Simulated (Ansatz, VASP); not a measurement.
## Two plane-wave programs on SrO

Contents of INCAR:

```
PREC     = Accurate       # precision mode
ENCUT    = 600            # plane-wave cutoff, eV
EDIFF    = 1E-6           # SCF threshold, eV
ISMEAR   = -1             # smearing method
SIGMA    = 0.3            # smearing width, eV
LREAL    = False          # projectors in reciprocal space
LASPH    = True           # aspherical terms in the spheres
NELM     = 120            # most SCF steps
ALGO     = Normal         # electronic algorithm
ISIF     = 2              # what is computed and relaxed
LWAVE    = False          # write WAVECAR
LCHARG   = True           # write CHGCAR
GGA      = PE             # functional
LELF     = True           # ELF
LVHAR    = True         
NBANDS   = 15             # bands
GGA_COMPAT= False
```

The input KPOINTS:

```
Automatic mesh
0
Gamma
  6 6 6
```

The input POSCAR:

```
SrO
1.0
    0.0000000000      2.5806600000      2.5806600000
    2.5806600000      0.0000000000      2.5806600000
    2.5806600000      2.5806600000      0.0000000000
Sr O
1 1
Direct
    0.0000000000      0.0000000000      0.0000000000
    0.5000000000      0.5000000000      0.5000000000
```

Input for Ansatz:

```yaml
crystal:
  lattice:
    - [0.0, 2.58066, 2.58066]
    - [2.58066, 0.0, 2.58066]
    - [2.58066, 2.58066, 0.0]
  atoms:
    - { symbol: Sr, position: [0.0, 0.0, 0.0] }
    - { symbol: O, position: [0.5, 0.5, 0.5] }
hamiltonian:
  xc: pbe
  pseudopotentials: { kind: paw }
basis:
  ecutwfc: 420
kpoints:
  mp_grid: { grid: [6, 6, 6] }
scf:
  occupations: { method: fermi_dirac, width: 0.3 }
  lower_state_search: "off"
  max_iter: 80
output:
  forces: true
  stress: true
```

Alike in both runs: task single point; functional PBE; k mesh 6 × 6 × 6; occupations fermi-dirac, width 0.3 eV; no spin polarisation.

|  | VASP | Ansatz |
| --- | --- | --- |
| version | VASP 6.6.1 | Ansatz 0.2.0 |
| potentials or method | VASP PAW PBE potentials, release 64 (Sr_sv, O), cutoff 600 eV | PAW, plane waves, scalar-relativistic |
| valence electrons in the cell | 16 | 16 |

Ansatz gave:

| Quantity | Value |
| --- | --- |
| pressure (GPa) | 1.7 |

Estimate VASP's values.

pressure (GPa): 2.2.

With one functional, cell and mesh, what is left measures potentials, basis and numerics.
